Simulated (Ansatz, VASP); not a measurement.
Two plane-wave programs on SrCo3

```
Sr Co
1.0
     4.03336    0.00000    0.00000
     0.00000    4.03336    0.00000
     0.00000    0.00000    4.03336
Sr Co
1 3
Direct
  0.00000 0.00000 0.00000
  0.00000 0.50000 0.50000
  0.50000 0.50000 0.00000
  0.50000 0.00000 0.50000
```

Alike in both runs: task single point; functional PBE; k mesh 8 × 8 × 8; occupations gaussian, width 0.05 eV; collinear spin.

```csv
,VASP,Ansatz
version,VASP 6.6.1,Ansatz 0.2.0
potentials or method,"VASP PAW PBE potentials, release 64 (Sr_sv, Co), cutoff 520 eV","scalar-relativistic, plane waves, PAW"
valence electrons in the cell,37,61
```

Ansatz gave:

| Property | Result |
| --- | --- |
| gap on the k mesh at the Fermi level (eV) | none |
| pressure (GPa) | -1.5 |
| net moment per atom (μB) | 1.04 |
| size of the moment on the site where the two differ most (μB) | 1.52 |

Problem. What did VASP give for the same quantities?

Solution. gap on the k mesh at the Fermi level (eV): none; pressure (GPa): -1.1; net moment per atom (μB): 1.04; size of the moment on the site where the two differ most (μB): 1.50.

Site moments also hang on the region over which each program counts them. A gap of «none» marks a metal or a gap that the smearing closes. VASP's potentials hold 37 valence electrons a cell and Ansatz's 61, so a difference there can come from the potentials and not from the codes.
